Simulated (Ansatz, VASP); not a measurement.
ScAlTlAs3 in VASP and in Ansatz

```xyz
6
Lattice="6.0424 0.0000 0.0000 -3.0212 5.2329 0.0000 0.0000 0.0000 4.4426" Properties=species:S:1:pos:R:3 pbc="T T T"
Sc    0.0000    3.4886    0.0000
Al    0.0000    0.0000    0.0000
Tl    3.0212    1.7443    0.0000
As    1.5033    4.3565    2.2213
As   -1.5033    4.3565    2.2213
As    0.0000    1.7527    2.2213
```

Change from the starting cell: species swapped into the LaAlCuNi3 type (P-6m2, No. 187).

Alike in both runs: task relaxation of cell and atoms; functional PBE; k mesh 3 × 3 × 4; occupations gaussian, width 0.1 eV; no spin polarisation.

|  | VASP | Ansatz |
| --- | --- | --- |
| version | VASP 6.6.1 | Ansatz 0.2.0 |
| potentials or method | VASP PAW PBE potentials, release 64 (Sc_sv, Al, Tl_d, As), cutoff 600 eV | scalar-relativistic, plane waves, PAW |
| valence electrons in the cell | 42 | 72 |

```tsv
	VASP	Ansatz	Ansatz less VASP
gap on the k mesh at the Fermi level, each at its own relaxed structure (eV)	none	none	-
relaxed volume (Å³/atom)	23.44	23.45	+0.015
relaxed cell length with the largest relative difference (Å)	3.735	3.731	-0.0044
```

A gap of «none» marks a metal or a gap that the smearing closes. VASP's potentials hold 42 valence electrons a cell and Ansatz's 72, so a difference there can come from the potentials and not from the codes.

The k mesh is coarse, so the values compare programs but aren't converged. Spin-orbit coupling is off throughout.
